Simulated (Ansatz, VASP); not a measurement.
## Zn: VASP beside Ansatz

```
Zn
1.0
     2.78508    0.00000    0.00000
    -1.39254    2.41195    0.00000
     0.00000    0.00000    4.51182
Zn
2
Cartesian
  0.0000 1.6080 1.1280
  1.3925 0.8040 3.3839
```

Alike in both runs: task relaxation of cell and atoms; functional PBE; k mesh 18 × 18 × 10; occupations fermi-dirac, width 0.1 eV; no spin polarisation.

```csv
,VASP,Ansatz
version,VASP 6.6.1,Ansatz 0.2.0
potentials or method,"VASP PAW PBE potentials, release 64 (Zn)","PAW with Ansatz's default frozen-core files, scalar-relativistic"
plane-wave cutoff (eV),600,420
valence electrons in the cell,24,24
```

|  | VASP | Ansatz | Ansatz less VASP |
| --- | --- | --- | --- |
| relaxed volume (Å³/atom) | 15.36 | 15.32 | -0.044 |
| relaxed length of the cell vector where the two differ most in proportion (Å) | 2.639 | 2.636 | -0.0033 |
